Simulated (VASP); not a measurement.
Ir, 1 atom in the cell. The typed cell holds 1 atom: a = 2.776 Å, b = 2.647 Å, c = 2.699 Å, α = 60.72°, β = 59.99°, γ = 59.61°.  This cell differs from its parent crystal: the cell strained at random.

| Item | Value |
| --- | --- |
| Program | VASP 6.6.1 |
| Task | electric field gradients |
| Functional | PBE |
| Potentials or basis | VASP PAW PBE potentials, release 64 (Ir) |
| Cutoff | 520 eV |
| k mesh | 9 × 9 × 9 |
| Occupations | methfessel-paxton, width 0.1 eV |
| Spin | no spin polarisation |
| Dipole correction | no |
| Further INCAR settings | ALGO = Normal; EDIFF = 1e-08; NBANDS = 10 |

Potentials or basis: VASP PAW PBE potentials, release 64 (Ir).

Launch:

```sh
$ cat potpaw_PBE.64/Ir/POTCAR > POTCAR
$ mpirun -np 1 vasp_std > vasp.out
```

Hardware: 1 thread of Intel Xeon 8259CL, on a shared host.

How long does it take, and how much memory?

It took 54 s on 1 thread of Intel Xeon 8259CL, on a shared host, peak memory 0.18 GiB. Counts: scf iterations 13, k points 365.
